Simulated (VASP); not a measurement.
Here is a VASP 6.6.1 calculation.

File INCAR:

```
PREC = Accurate
ENCUT = 400
EDIFF = 1E-6
ISMEAR = 1
SIGMA = 0.1
LREAL = False
LASPH = True
NELM = 120
ALGO = Normal
ISIF = 2
LWAVE = False
LCHARG = False
LDIPOL = True
IDIPOL = 3
DIPOL = 0.5 0.5 0.664
GGA = PS
NBANDS = 36
GGA_COMPAT = False
NELMDL = -8
```

The input KPOINTS:

```
regular mesh
0
Gamma
  10 10 1
```

File POSCAR:

```
Mo
1.0
    3.2577493969      0.0000000000      0.0000000000
    0.0000000000      3.2577493969      0.0000000000
    0.0000000000      0.0000000000     25.6199386798
Mo
4
Direct
    0.0000000000      0.0000000000      0.5819815507
    0.5000000000      0.5000000000      0.6313572510
    1.0000000000      0.0000000000      0.6980299431
    0.5000000000      0.5000000000      0.7451639223
```

Potentials or basis: VASP PAW PBE potentials, release 64 (Mo_sv).

Run with:

```bash
$ cat potpaw_PBE.64/Mo_sv/POTCAR > POTCAR
$ mpirun -np 1 vasp_std > vasp.out
```

**Question.** Predict the band gap on the k mesh.

**Answer.** Zero (band 28 reaches 0.75 eV, above the bottom of band 29 at -0.32 eV).

**Question.** Predict the largest force.

**Answer.** 0.745 eV/Å.

Forces in eV/Å, atoms in the order of the input:
```
Mo   0.000  0.000  0.745
Mo   0.000  0.000 -0.567
Mo   0.000  0.000 -0.087
Mo   0.000  0.000 -0.091
```

Caveat: the PAW data sets were made with another functional, which shifts forces and pressure a little.
